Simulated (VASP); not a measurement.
# C (Fmmm) in VASP: notebook, part 2 of 2

VASP 6.6.1.

## Step 4: Single point, PBEsol+D3(BJ) (atoms shifted along a free coordinate)

INCAR reads:

```
SYSTEM = C
PREC     = Accurate       ! precision mode
ENCUT    = 520            ! plane-wave cutoff, eV
EDIFF    = 1E-7           ! SCF threshold, eV
ISMEAR   = 0              ! smearing method
SIGMA    = 0.03           ! smearing width, eV
LREAL    = .False.        ! projectors in reciprocal space
LASPH    = .True.         ! aspherical terms in the spheres
NELM     = 100            ! most SCF steps
ALGO     = Normal         ! electronic algorithm
ISIF     = 2              ! what is computed and relaxed
LWAVE    = .False.        ! write WAVECAR
LCHARG   = .False.        ! write CHGCAR
GGA      = PS             ! functional
IVDW     = 12             ! dispersion correction
NBANDS   = 11             ! bands
```

KPOINTS reads:

```
Automatic mesh
0
Gamma
  16 16 16
  0 0 0
```

POSCAR reads:

```
C
1.0
    0.0000000000      2.0696277651      3.2332036561
    1.1956910189      0.0000000000      3.2332036561
    1.1956910189      2.0696277651      0.0000000000
C
2
Direct
    0.1784547694      0.8215452306      0.1784547694
    0.8215452306      0.1784547694      0.8215452306
```

Potentials or basis: VASP PAW PBE potentials, release 64 (C).

Started as:

```sh
cat potpaw_PBE.64/C/POTCAR > POTCAR
mpirun -np 1 vasp_std > vasp.out
```

OUTCAR:

```text
SYSTEM = C
   PREC = Accurate
   ENCUT = 520
   EDIFF = 1E-7
   ISMEAR = 0
   LREAL = .False.
   LASPH = .True.
   NELM = 100
   ISIF = 2
   GGA = PS
   IVDW = 12
 IVDW          = 12

 ion  position               nearest neighbor table
   1  0.178  0.822  0.178-   2 1.33   2 1.33   2 1.48
   2  0.822  0.178  0.822-   1 1.33   1 1.33   1 1.48

  LATTYP: Found a face centered orthorhombic cell.
 ALAT       =     2.3913820378
 B/A-ratio  =     1.7309051690
 C/A-ratio  =     2.7040461164

  Lattice vectors:

 A1 = (   0.0000000000,   2.0696277651,   3.2332036561)
 A2 = (   1.1956910189,   0.0000000000,   3.2332036561)
 A3 = (   1.1956910189,   2.0696277651,   0.0000000000)

Analysis of symmetry for initial positions (statically):
=====================================================================
 Subroutine PRICEL returns:
 Original cell was already a primitive cell.

 Routine SETGRP: Setting up the symmetry group for a
 face centered orthorhombic supercell.

 Subroutine GETGRP returns: Found  8 space group operations
 (whereof  8 operations were pure point group operations)
 out of a pool of  8 trial point group operations.

The static configuration has the point symmetry D_2h.

Analysis of symmetry for dynamics (positions and initial velocities):
=====================================================================
 Subroutine PRICEL returns:
 Original cell was already a primitive cell.

 Routine SETGRP: Setting up the symmetry group for a
 face centered orthorhombic supercell.

 Subroutine GETGRP returns: Found  8 space group operations
 (whereof  8 operations were pure point group operations)
 out of a pool of  8 trial point group operations.

The dynamic configuration has the point symmetry D_2h.

 Subroutine INISYM returns: Found  8 space group operations
 (whereof  8 operations are pure point group operations),
 and found     1 'primitive' translations

----------------------------------------------------------------------------------------
[... 121 lines left out ...]
   IVDW    =    12    specifies the selected vdW correction
   LEPSILON=     F    determine dielectric tensor
   LRPA    =     F    only Hartree local field effects (RPA)
 non-spin polarized calculation
 Gauss-broadening in eV      SIGMA  =   0.03
  energy-cutoff  :      520.00
  volume of cell :       16.00
 maximum number of plane-waves:       447
 NGX is ok and might be reduce to    30
   NGX = 15   NGY = 13   NGZ =  9

 number of electron       8.0000001 magnetization

 Free energy of the ion-electron system (eV)
  ---------------------------------------------------
  ext. energy  EPLUGINS =         0.00000000
  ---------------------------------------------------
  free energy    TOTEN  =       -18.86041648 eV

  energy without entropy =      -18.86041648  energy(sigma->0) =      -18.86041648

 E-fermi :   5.4171     XC(G=0): -10.9876

 val. band max:        5.3156752523   @ k =  -0.2500   0.0625   0.3125
 cond. band min:       5.5184226388   @ k =  -0.2500   0.0625   0.3125
 fundamental gap:      0.2027473864
 Fermi energy:         5.4170957653

 k-point     1 :       0.0000    0.0000    0.0000
  band No.  band energies     occupation
      1     -14.9097      2.00000
      2      -1.5430      2.00000
      3       1.0612      2.00000
      4       4.2595      2.00000
      5       9.5092      0.00000
      6      12.4015      0.00000
      7      16.5898      0.00000
      8      18.0985      0.00000
      9      20.5040      0.00000
     10      28.9124      0.00000
     11      32.7506      0.00000
[... 309 lines left out ...]
 k-point    24 :      -0.0625    0.0625    0.0000
  band No.  band energies     occupation
      1     -14.5207      2.00000
      2      -1.0796      2.00000
      3       0.0034      2.00000
      4       3.1002      2.00000
      5       9.9739      0.00000
      6      13.3639      0.00000
      7      16.4740      0.00000
      8      17.3277      0.00000
      9      21.2116      0.00000
     10      29.3166      0.00000
     11      30.2613      0.00000

 [... further k-points ...]

------------------------ aborting loop because EDIFF is reached ----------------------------------------

 Edisp (eV)   -0.22331

 E8    (eV) :    -0.1086

  FORCE on cell =-STRESS in cart. coord.  units (eV):
  Direction    XX          YY          ZZ          XY          YZ          ZX
  --------------------------------------------------------------------------------------
  -------------------------------------------------------------------------------------
  Total       7.09016     3.24759     0.09285    -0.00000     0.00000     0.00000
  in kB     709.89185   325.16069     9.29640    -0.00000     0.00000     0.00000
  external pressure =      348.12 kB  Pullay stress =        0.00 kB

 VOLUME and BASIS-vectors are now :
 -----------------------------------------------------------------------------
  energy-cutoff  :      520.00
  volume of cell :       16.00
      direct lattice vectors                 reciprocal lattice vectors
     0.000000000  2.069627765  3.233203656    -0.418168233  0.241589337  0.154645378
     1.195691019  0.000000000  3.233203656     0.418168233 -0.241589337  0.154645378
     1.195691019  2.069627765  0.000000000     0.418168233  0.241589337 -0.154645378

 POSITION                                       TOTAL-FORCE (eV/Angst)
 -----------------------------------------------------------------------------------
      1.19569      0.73867      3.23320         0.000000     -5.715511      0.000000
      1.19569      3.40059      3.23320         0.000000      5.715511      0.000000
 -----------------------------------------------------------------------------------
    total drift:                               -0.000000     -0.000000      0.000000

  FREE ENERGIE OF THE ION-ELECTRON SYSTEM (eV)
  ---------------------------------------------------
  free  energy   TOTEN  =       -19.0837277619 eV

  energy  without entropy=      -19.0837277615  energy(sigma->0) =      -19.08372776
```

stdout:

```text
POSCAR found type information on POSCAR C
 POSCAR found :  1 types and       2 ions
 scaLAPACK will be used
 -----------------------------------------------------------------------------
|                                                                             |
|                                                                             |
|     You enforced a specific xc type in the INCAR file but a different       |
|     I HOPE YOU KNOW WHAT YOU ARE DOING!                                     |
|                                                                             |
 -----------------------------------------------------------------------------

 LDA part: xc-table for (Slater+PW92), standard interpolation
 POSCAR, INCAR and KPOINTS ok, starting setup
 FFT: planning ... GRIDC
 FFT: planning ... GRID_SOFT
 FFT: planning ... GRID
 WAVECAR not read
 entering main loop
```

Run time: 80 s. Hardware: 1 thread of AMD EPYC 9R45 (Zen 5), shared host; peak memory 0.18 GiB.

What came out:

```
Free energy                : -19.0837 eV
Pressure                   : 34.8 GPa
Largest force              : 5.716 eV/Å
Dispersion energy per atom : -0.112 eV
```

Forces on the atoms (eV/Å):
```
C    0.000 -5.716  0.000
C    0.000  5.716  0.000
```

Stress tensor (GPa, compression positive):
```
70.99  0.00  0.00
 0.00 32.52  0.00
 0.00  0.00  0.93
```

Caveat: the cell differs from its parent crystal (atoms shifted along a free coordinate); the stress differs along the axes, from 1 to 71 GPa; the PAW data sets were made with another functional, which shifts forces and pressure a little.

## Step 5: The runs side by side

```csv
cell,gap on the mesh (eV),pressure (GPa),largest force (eV/Å)
"as given, atomic positions A",none,96.9,31.69
"as given, atomic positions B",none,61.6,9.77
"as given, atomic positions C",-,34.8,5.72
```

Alike in all rows: task single point; level PBEsol+D3(BJ); potentials or basis VASP PAW PBE potentials, release 64 (C); no spin polarisation; k mesh 16 × 16 × 16; cutoff (eV) 520; smearing gaussian 0.03 eV.

Caveats: the PAW data sets were made with another functional, which shifts forces and pressure a little; the stress differs along the axes, from -1 to 267 GPa (at least some runs); the stress differs along the axes, from 1 to 144 GPa (at least some runs); the stress differs along the axes, from 1 to 71 GPa (at least some runs).

Absolute energies hang on the potentials; compare differences alone.

The gap in the log of VASP goes by the Fermi energy; the results here count the filled bands.